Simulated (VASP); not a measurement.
Here is a VASP 6.6.1 calculation.

The input INCAR:

```
PREC = Accurate
ENCUT = 520
EDIFF = 1E-6
ISMEAR = 0
SIGMA = 0.05
LREAL = False
LASPH = True
NELM = 100
ALGO = Normal
ISIF = 2
LWAVE = False
LCHARG = False
LDIPOL = True
IDIPOL = 3
DIPOL = 0.5 0.5 0.500
GGA = PE
IBRION = 2
NSW = 60
EDIFFG = -0.04
KPAR = 4
```

The input KPOINTS:

```
regular mesh
0
Gamma
  9 9 1
```

POSCAR

```
Te2Mo
1.0
    3.5603917400      0.0000000000      0.0000000000
   -1.7801958700      3.0833896900      0.0000000000
    0.0000000000      0.0000000000     63.6839284442
Te Mo
8 4
Selective dynamics
Direct
    0.3333333300      0.6666666600      0.1413229400  F F F
    0.3333333300      0.6666666600      0.1975298900  F F F
    0.6666666700      0.3333333400      0.4128700400  F F F
    0.6666666700      0.3333333400      0.4690770000  F F F
    0.3333333300      0.6666666600      0.5309230000  T T T
    0.3333333300      0.6666666600      0.5871299600  T T T
    0.6666666700      0.3333333400      0.8024701100  T T T
    0.6666666700      0.3333333400      0.8586770600  T T T
    0.6666666700      0.3333333400      0.1694405100  F F F
    0.3333333300      0.6666666600      0.4409594300  F F F
    0.6666666700      0.3333333400      0.5590405700  T T T
    0.3333333300      0.6666666600      0.8305594900  T T T
```

Potentials or basis: VASP PAW PBE potentials, release 64 (Te, Mo_sv).

Run with:

```bash
$ cat potpaw_PBE.64/Te/POTCAR potpaw_PBE.64/Mo_sv/POTCAR > POTCAR
$ mpirun -np 4 vasp_std > vasp.out
```

Problem. What does it give for the band gap on the k mesh?

Solution. 1.00 eV.

Problem. Estimate the energy gained by relaxing.

Solution. 0.7 meV/atom.

The path:
| step | energy change (eV) | largest force on free atoms (eV/Å) | pressure (GPa) |
| --- | --- | --- | --- |
| 1 | 0.0000 | 0.2438 | 0.37 |
| 2 | -0.0071 | 0.0846 | 0.23 |
| 3 | -0.0080 | 0.0264 | 0.15 |

Caveat: spin-orbit coupling is left out, which moves the levels of the heavy elements.
